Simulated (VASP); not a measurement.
# CsO (Immm) in VASP: electric field gradients with LDA

Aim: the electric field gradients of CsO with LDA.

All numbers are computed with VASP 6.6.1; they aren't measurements. Logs are shortened: lines on timing, memory, paths and dates and some standing lists are left out, and cuts for length are marked.

**1. The cell of the first run**

Symmetry: Immm, No. 71, orthorhombic system. Conventional cell: a = 4.334 Å, b = 6.437 Å, c = 7.558 Å, α = 90.00°, β = 90.00°, γ = 90.00°. Within 3.9 Å of Cs (site symmetry mm2) lie 6 O at 2.96 to 3.12 Å and 6 Cs at 3.73 to 3.88 Å. O (site symmetry m2m) has 1 O at 1.51 Å within 2.0 Å.

**2. Electric field gradients, LDA**

Input file INCAR:

```
SYSTEM = CsO
PREC = Accurate
ENCUT = 1000
EDIFF = 1E-8
ISMEAR = -1
SIGMA = 0.01
LREAL = .False.
LASPH = .True.
NELM = 120
ALGO = Normal
ISIF = 2
LWAVE = .False.
LCHARG = .False.
LEFG = .True.
NBANDS = 23
GGA_COMPAT = .False.
```

Input file KPOINTS:

```
regular mesh
0
Gamma
  7 7 7
  0 0 0
```

Input file POSCAR:

```
CsO
1.0
   -2.1668547950      3.2186837237      3.7788316351
    2.1668547950     -3.2186837237      3.7788316351
    2.1668547950      3.2186837237     -3.7788316351
Cs O
2 2
Direct
    0.2535603300      0.2535603300      0.0000000000
    0.7464396700      0.7464396700      0.0000000000
    0.6171968000      0.0000000000      0.6171968000
    0.3828032000      0.0000000000      0.3828032000
```

Potentials or basis: VASP PAW LDA potentials, release 64 (Cs_sv, O_h).

Run with:

```sh
> cat potpaw_LDA.64/Cs_sv/POTCAR potpaw_LDA.64/O_h/POTCAR > POTCAR
> mpirun -np 1 vasp_std > vasp.out
```

OUTCAR:

```text
SYSTEM = CsO
   PREC = Accurate
   ENCUT = 1000
   EDIFF = 1E-8
   ISMEAR = -1
   LREAL = .False.
   LASPH = .True.
   NELM = 120
   ISIF = 2

 ion  position               nearest neighbor table
   1  0.254  0.254  0.000-
   2  0.746  0.746  0.000-
   3  0.617  0.000  0.617-   4 1.51
   4  0.383  0.000  0.383-   3 1.51

  LATTYP: Found a body centered orthorhombic cell.
 ALAT       =     4.3337095900
 B/A-ratio  =     1.4854173575
 C/A-ratio  =     1.7439247170

  Lattice vectors:

 A1 = (  -2.1668547950,   3.2186837237,   3.7788316351)
 A2 = (   2.1668547950,  -3.2186837237,   3.7788316351)
 A3 = (   2.1668547950,   3.2186837237,  -3.7788316351)

Analysis of symmetry for initial positions (statically):
=====================================================================
 Subroutine PRICEL returns:
 Original cell was already a primitive cell.

 Routine SETGRP: Setting up the symmetry group for a
 body centered orthorhombic supercell.

 Subroutine GETGRP returns: Found  8 space group operations
 (whereof  8 operations were pure point group operations)
 out of a pool of  8 trial point group operations.

The static configuration has the point symmetry D_2h.

Analysis of symmetry for dynamics (positions and initial velocities):
=====================================================================
 Subroutine PRICEL returns:
 Original cell was already a primitive cell.

 Routine SETGRP: Setting up the symmetry group for a
 body centered orthorhombic supercell.

 Subroutine GETGRP returns: Found  8 space group operations
 (whereof  8 operations were pure point group operations)
 out of a pool of  8 trial point group operations.

The dynamic configuration has the point symmetry D_2h.

 Subroutine INISYM returns: Found  8 space group operations
 (whereof  8 operations are pure point group operations),
 and found     1 'primitive' translations

----------------------------------------------------------------------------------------

                                     Primitive cell

  volume of cell :     105.4206

  direct lattice vectors                    reciprocal lattice vectors
    -2.166854795  3.218683724  3.778831635     0.000000000  0.155343004  0.132316030
     2.166854795 -3.218683724  3.778831635     0.230749195  0.000000000  0.132316030
     2.166854795  3.218683724 -3.778831635     0.230749195  0.155343004  0.000000000

  length of vectors
     5.416156676  5.416156676  5.416156676     0.204056318  0.265993840  0.278166569

  position of ions in fractional coordinates (direct lattice)
     0.253560330  0.253560330  0.000000000
     0.746439670  0.746439670  0.000000000
     0.617196800  0.000000000  0.617196800
     0.382803200  0.000000000  0.382803200

  ion indices of the primitive-cell ions
   primitive index   ion index
                 1           1
                 2           2
                 3           3
                 4           4

----------------------------------------------------------------------------------------

 KPOINTS: regular mesh

Automatic generation of k-mesh.
 Grid dimensions read from file:
 generate k-points for:    7    7    7

 Generating k-lattice:

  Cartesian coordinates                     Fractional coordinates (reciprocal lattice)
     0.000000000  0.022191858  0.018902290     0.142857143 -0.000000000  0.000000000
     0.032964171  0.000000000  0.018902290    -0.000000000  0.142857143  0.000000000
     0.032964171  0.022191858  0.000000000     0.000000000  0.000000000  0.142857143

  Length of vectors
     0.029150903  0.037999120  0.039738081

  Shift w.r.t. Gamma in fractional coordinates (k-lattice)
     0.000000000  0.000000000  0.000000000

 Subroutine IBZKPT returns following result:
 ===========================================

 Found     64 irreducible k-points:

 Following reciprocal coordinates:
            Coordinates               Weight
  0.000000  0.000000  0.000000      1.000000
  0.142857 -0.000000  0.000000      4.000000
  0.285714 -0.000000  0.000000      4.000000
  0.428571 -0.000000  0.000000      4.000000
 -0.000000  0.142857  0.000000      4.000000
  0.142857  0.142857  0.000000      8.000000
[... 16 lines left out ...]
 -0.428571  0.428571 -0.000000      4.000000
 -0.285714  0.428571  0.000000      8.000000
 [... further k-points ...]
   k-points           NKPTS =     64   k-points in BZ     NKDIM =     64   number of bands    NBANDS=     23
   number of dos      NEDOS =    301   number of ions     NIONS =      4
   total plane-waves  NPLWV = 175616
   dimension x,y,z NGX =    56 NGY =   56 NGZ =   56
   dimension x,y,z NGXF=   112 NGYF=  112 NGZF=  112
   ions per type =               2   2
   NGX,Y,Z   is equivalent  to a cutoff of  17.19, 17.19, 17.19 a.u.
   NGXF,Y,Z  is equivalent  to a cutoff of  34.38, 34.38, 34.38 a.u.
 SYSTEM =  CsO
   PREC   = accura    normal or accurate (medium, high low for compatibility)
   ISTART =      0    job   : 0-new  1-cont  2-samecut
   ICHARG =      2    charge: 1-file 2-atom 10-const
   ISPIN  =      1    spin polarized calculation?
   LNONCOLLINEAR =      F non collinear calculations
   LSORBIT =      F    spin-orbit coupling
   LASPH  =      T    aspherical Exc in radial PAW
   ENCUT  = 1000.0 eV  73.50 Ry    8.57 a.u.  13.97 13.97 13.97*2*pi/ulx,y,z
   NELM   =    120;   NELMIN=  2; NELMDL= -5     # of ELM steps
   EDIFF  = 0.1E-07   stopping-criterion for ELM
   LREAL  =      F    real-space projection
   EDIFFG = 0.1E-06   stopping-criterion for IOM
   NSW    =      0    number of steps for IOM
   IBRION =     -1    ionic relax: 0-MD 1-quasi-New 2-CG
   NFREE  =      0    steps in history (QN), initial steepest desc. (CG)
   ISIF   =      2    stress and relaxation
   ISYM   =      2    0-nonsym 1-usesym 2-fastsym
   POTIM  = 0.5000    time-step for ionic-motion
   TEBEG  =    0.0;   TEEND  =   0.0 temperature during run
   PSTRESS=    0.0 pullay stress
   NELECT =      30.0000    total number of electrons
   NUPDOWN=      -1.0000    fix difference up-down
   EMIN   =  10.00;   EMAX   =-10.00  energy-range for DOS
   EFERMI =   0.00;   METHOD = LEGACY
   ISMEAR =    -1;   SIGMA  =   0.01  broadening in eV -4-tet -1-fermi 0-gaus
   EFERMI_NEDOS =   21; number of points for ismear=-14 and -15
   IALGO  =     38    algorithm
   IMIX   =      4    mixing-type and parameters
     AMIX     =   0.40;   BMIX     =  1.00
     AMIX_MAG =   1.60;   BMIX_MAG =  1.00
  volume/ion in A,a.u.               =      26.36       177.85
  Fermi-wavevector in a.u.,A,eV,Ry     =   1.076812  2.034880 15.776294  1.159525
  Thomas-Fermi vector in A             =   2.212707
   LORBIT       =      0    0 simple, 1 ext, 2 COOP (PROOUT), +10 PAW based schemes
   GGA     = CA    functional components
   LHFCALC =     F    Hartree Fock is set to
   AEXX    =    0.0000 exact exchange contribution
   IVDW    =     0    specifies the selected vdW correction
   LEPSILON=     F    determine dielectric tensor
   LRPA    =     F    only Hartree local field effects (RPA)
 non-spin polarized calculation
  energy-cutoff  :     1000.00
  volume of cell :      105.42
 maximum number of plane-waves:      7614
   NGX = 27   NGY = 27   NGZ = 27

 number of electron      29.9999999 magnetization

 Free energy of the ion-electron system (eV)
  ---------------------------------------------------
  ext. energy  EPLUGINS =         0.00000000
  ---------------------------------------------------
  free energy    TOTEN  =       -17.92479184 eV

  energy without entropy =      -17.92479184  energy(sigma->0) =      -17.92479184

 E-fermi :   2.5341     XC(G=0):  -8.8665

 val. band max:        2.3353907649   @ k =   0.0000   0.0000   0.0000
 cond. band min:       3.8923186070   @ k =   0.1429  -0.1429   0.1429
 fundamental gap:      1.5569278422
 Fermi energy:         2.5340520255

 k-point     1 :       0.0000    0.0000    0.0000
  band No.  band energies     occupation
      1     -19.7745      2.00000
      2     -19.1440      2.00000
      3     -17.5493      2.00000
      4     -11.7614      2.00000
      5      -7.0273      2.00000
      6      -6.8092      2.00000
[... 15 lines left out ...]
     22       8.4240      0.00000
     23       8.9084      0.00000

 k-point     2 :       0.1429   -0.0000    0.0000
  band No.  band energies     occupation
      1     -19.7428      2.00000
      2     -19.1697      2.00000
      3     -17.5646      2.00000
      4     -11.7688      2.00000
      5      -6.9549      2.00000
      6      -6.7412      2.00000
[... 15 lines left out ...]
     22       8.4228      0.00000
     23       8.8360      0.00000

 k-point     3 :       0.2857   -0.0000    0.0000
  band No.  band energies     occupation
      1     -19.6562      2.00000
      2     -19.2430      2.00000
      3     -17.5989      2.00000
      4     -11.7829      2.00000
      5      -6.7873      2.00000
      6      -6.5456      2.00000
[... 15 lines left out ...]
     22       8.4193      0.00000
     23       8.6729      0.00000

 k-point     4 :       0.4286   -0.0000    0.0000
  band No.  band energies     occupation
      1     -19.5462      2.00000
      2     -19.3423      2.00000
      3     -17.6264      2.00000
      4     -11.7921      2.00000
      5      -6.5623      2.00000
      6      -6.3413      2.00000
[... 15 lines left out ...]
     22       8.4163      0.00000
     23       8.5991      0.00000

 k-point     5 :      -0.0000    0.1429    0.0000
  band No.  band energies     occupation
      1     -19.7183      2.00000
      2     -19.1595      2.00000
      3     -17.5904      2.00000
      4     -11.7665      2.00000
      5      -6.9401      2.00000
      6      -6.8451      2.00000
[... 434 lines left out ...]
 k-point    22 :       0.4286    0.4286    0.0000
  band No.  band energies     occupation
      1     -19.4070      2.00000
      2     -19.2517      2.00000
      3     -17.8248      2.00000
      4     -11.7610      2.00000
      5      -7.1446      2.00000
      6      -7.0701      2.00000
[... 15 lines left out ...]
     22       8.9942      0.00000
     23       9.6978      0.00000

 k-point    23 :      -0.4286    0.4286   -0.0000
  band No.  band energies     occupation
      1     -19.4378      2.00000
      2     -19.2282      2.00000
      3     -17.8133      2.00000
      4     -11.7554      2.00000
      5      -7.1305      2.00000
      6      -7.1151      2.00000
[... 15 lines left out ...]
     22       8.7121      0.00000
     23       9.7942      0.00000

 k-point    24 :      -0.2857    0.4286    0.0000
  band No.  band energies     occupation
      1     -19.4508      2.00000
      2     -19.2256      2.00000
      3     -17.7980      2.00000
      4     -11.7602      2.00000
      5      -7.0847      2.00000
      6      -7.0704      2.00000
[... 15 lines left out ...]
     22       8.7781      0.00000
     23       9.5293      0.00000

 [... further k-points ...]

------------------------ aborting loop because EDIFF is reached ----------------------------------------

  FORCE on cell =-STRESS in cart. coord.  units (eV):
  Direction    XX          YY          ZZ          XY          YZ          ZX
  --------------------------------------------------------------------------------------
  -------------------------------------------------------------------------------------
  Total       -1.6873510     -2.5443398     -1.9855275      0.0000000      0.0000000      0.0000000
  in kB      -25.6442719    -38.6687417    -30.1759416      0.0000000      0.0000000      0.0000000
  external PRESSURE =     -31.4963184 kB  Pullay stress =       0.0000000 kB

 VOLUME and BASIS-vectors are now :
 -----------------------------------------------------------------------------
  energy-cutoff  :     1000.00
  volume of cell :      105.42
      direct lattice vectors                 reciprocal lattice vectors
    -2.166854795  3.218683724  3.778831635     0.000000000  0.155343004  0.132316030
     2.166854795 -3.218683724  3.778831635     0.230749195  0.000000000  0.132316030
     2.166854795  3.218683724 -3.778831635     0.230749195  0.155343004  0.000000000

 POSITION                                       TOTAL-FORCE (eV/Angst)
 -----------------------------------------------------------------------------------
      0.00000      0.00000      1.91632         0.000000     -0.000000      0.155850
      0.00000      0.00000      5.64134         0.000000     -0.000000     -0.155850
      0.00000      3.97312      0.00000        -0.000000     -0.690290      0.000000
      0.00000      2.46424      0.00000        -0.000000      0.690290      0.000000
 -----------------------------------------------------------------------------------
    total drift:                               -0.000000     -0.000000      0.000000

  FREE ENERGIE OF THE ION-ELECTRON SYSTEM (eV)
  ---------------------------------------------------
  free  energy   TOTEN  =       -17.9247918382 eV

  energy  without entropy=      -17.9247918382  energy(sigma->0) =      -17.92479184

 Electric field gradients (V/A^2)
---------------------------------------------------------------------
 ion       V_xx      V_yy      V_zz      V_xy      V_xz      V_yz
---------------------------------------------------------------------
   1      -0.615    -7.415     8.031    -0.000     0.000     0.000
   2      -0.615    -7.415     8.031    -0.000     0.000     0.000
   3    -135.278   284.438  -149.160    -0.001    -0.001    -0.000
   4    -135.278   284.438  -149.160    -0.001    -0.001    -0.000
---------------------------------------------------------------------

 Electric field gradients after diagonalization (V/A^2)
 (convention: |V_zz| > |V_xx| > |V_yy|)
----------------------------------------------------------------------
 ion       V_xx      V_yy      V_zz     asymmetry (V_yy - V_xx)/ V_zz
----------------------------------------------------------------------
   1      -7.415    -0.615     8.031       0.847
   2      -7.415    -0.615     8.031       0.847
   3    -149.160  -135.278   284.438       0.049
   4    -149.160  -135.278   284.438       0.049
----------------------------------------------------------------------

           NMR quadrupolar parameters

 Cq : quadrupolar parameter    Cq=e*Q*V_zz/h
 eta: asymmetry parameters     (V_yy - V_xx)/ V_zz
 Q  : nuclear electric quadrupole moment in mb (millibarn)
----------------------------------------------------------------------
 ion       Cq(MHz)       eta       Q (mb)
----------------------------------------------------------------------
   1       0.019       0.847       1.000
   2       0.019       0.847       1.000
   3       0.688       0.049       1.000
   4       0.688       0.049       1.000
----------------------------------------------------------------------
```

Wall time 9.7 min (1 thread of Intel Xeon Platinum 8259CL at 2.50GHz (Skylake/Cascade Lake), shared host); peak memory 0.56 GiB.

What came out:

```
Free energy                             : -17.9248 eV
Pressure                                : -3.1 GPa
Largest force                           : 0.690 eV/Å
Band gap on the k mesh                  : 1.56 eV (least direct gap 1.64 eV)
Largest electric field gradient by atom : Cs +8.0; O +284.4 V/Å²
```

Forces on the atoms (eV/Å):
```
Cs   0.000  0.000  0.156
Cs   0.000  0.000 -0.156
O    0.000 -0.690  0.000
O    0.000  0.690  0.000
```

Stress tensor (GPa, compression positive):
```
-2.56  0.00  0.00
 0.00 -3.87  0.00
 0.00  0.00 -3.02
```

Levels at points of the mesh, in eV from the valence-band top:
```csv
k point,band 13,band 14,band 15,band 16,band 17,band 18
"(0.00, 0.00, 0.00)",-3.82,-0.72,0.00,1.64,2.03,2.79
```

Electric field gradients, principal values (V/Å²):
| atom | least | middle | greatest (by size) |
| --- | --- | --- | --- |
| 1 Cs | -0.615 | -7.415 | 8.031 |
| 2 Cs | -0.615 | -7.415 | 8.031 |
| 3 O | -135.278 | -149.160 | 284.438 |
| 4 O | -135.278 | -149.160 | 284.438 |

Caveat: the cell stands under tension; without QUAD_EFG the Cq values of the log hold for a quadrupole moment of 1 mb, not for the nuclei; spin-orbit coupling is left out, which moves the levels of the heavy elements. A k mesh can miss the band edges.
